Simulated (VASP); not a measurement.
**AlCu3: single point with PBEsol**

AlCu3:

```
Al Cu
1.0
     0.00000    2.88347    2.88347
     2.88347    0.00000    2.88347
     2.88347    2.88347    0.00000
Al Cu
1 3
Direct
  0.97832 0.02168 0.02168
  0.49864 0.50136 0.50136
  0.25528 0.24472 0.24472
  0.75528 0.74472 0.74472
```

This cell differs from its parent crystal: atoms displaced along a vibrational mode.

```json
{
 "Program": "VASP 6.6.1",
 "Task": "single point",
 "Functional": "PBEsol",
 "Potentials or basis": "VASP PAW PBE potentials, release 64 (Al, Cu)",
 "Cutoff": "520 eV",
 "k mesh": "14 × 14 × 14",
 "Occupations": "gaussian, width 0.15 eV",
 "Spin": "no spin polarisation",
 "Dipole correction": "no",
 "Further INCAR settings": "ALGO = Fast; EDIFF = 1e-07; NBANDS = 26"
}
```

```json
{"Pressure": "1.5 GPa", "Largest force": "1.105 eV/Å", "Band gap on the k mesh": "zero (bands 18 and 19 overlap by 5.67 eV)"}
```

Forces on the atoms (eV/Å):
```
Al  -1.105  0.000  0.000
Cu  -0.153  0.000  0.000
Cu   0.629  0.000  0.000
Cu   0.629  0.000  0.000
```

Stress tensor (GPa, compression positive):
```
1.02 0.00 0.00
0.00 1.74 0.00
0.00 0.00 1.74
```

Levels at points of the mesh, in eV from the Fermi level:
| k point | band 16 | band 17 | band 18 | band 19 | band 20 | band 21 |
| --- | --- | --- | --- | --- | --- | --- |
| (0.00, 0.00, 0.00) | -2.55 | 3.51 | 3.51 | 3.73 | 4.08 | 4.33 |
| (0.50, 0.00, 0.00) | -2.50 | -2.21 | 2.54 | 2.55 | 2.96 | 2.98 |
| (0.50, 0.50, 0.00) | -2.36 | -2.20 | -2.19 | -2.16 | 1.94 | 2.30 |
| (0.00, 0.50, 0.50) | -2.38 | -2.19 | -2.19 | -2.15 | 1.94 | 2.32 |

Wall time 5.2 min on 1 thread of Intel(R) Xeon(R) 6975P-C (Granite Rapids) (shared host), peak memory 0.36 GiB.

Caveat: the cell differs from its parent crystal (atoms displaced along a vibrational mode); the PAW data sets were made with another functional, which shifts forces and pressure a little.
